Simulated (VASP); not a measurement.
Write the native input for VASP 6.6.1 that does the following.

- Task: single point
- Functional: PBE
- Potentials or basis: VASP PAW PBE potentials, release 64 (Hf_pv, B)
- Cutoff: 520 eV
- k mesh: 10 × 10 × 8
- Occupations: fermi-dirac, width 0.05 eV
- Spin: no spin polarisation
- Dipole correction: no
- Further INCAR settings: ALGO = Normal; EDIFF = 1e-06; NBANDS = 15

The structure of HfB2 lies in POSCAR:

```
HfB2
1.0
    3.0975623654      0.0000000000      0.0000000000
   -1.5487811827      2.6825676982      0.0000000000
    0.0000000000      0.0000000000      3.4329672075
Hf B
1 2
Direct
    0.0000000000      0.0000000000      0.0000000000
    0.6666666667      0.3333333333      0.5000000000
    0.3333333333      0.6666666667      0.5000000000
```

These files were run (other wordings do the same):

INCAR

```
SYSTEM = HfB2
PREC = Accurate
ENCUT = 520
EDIFF = 1E-6
ISMEAR = -1
SIGMA = 0.05
LREAL = .False.
LASPH = .True.
NELM = 80
ALGO = Normal
ISIF = 2
LWAVE = .False.
LCHARG = .False.
GGA = PE
NBANDS = 15
```

KPOINTS

```
regular mesh
0
Gamma
  10 10 8
  0 0 0
```

Potentials or basis: VASP PAW PBE potentials, release 64 (Hf_pv, B).

Run with:

```bash
$ cat potpaw_PBE.64/Hf_pv/POTCAR potpaw_PBE.64/B/POTCAR > POTCAR
$ mpirun -np 1 vasp_std > vasp.out
```

Results of the run:

| Quantity | Value |
| --- | --- |
| Pressure | 12.4 GPa |
| Band gap on the k mesh | zero (band 8 reaches 8.61 eV, above the bottom of band 9 at 7.74 eV) |

Caveat: spin-orbit coupling is left out, which moves the levels of the heavy elements.

It took 20 s on 1 thread of Intel(R) Xeon(R) Platinum 8259CL CPU @ 2.50GHz (Skylake/Cascade Lake) (shared host), peak memory 0.16 GiB.
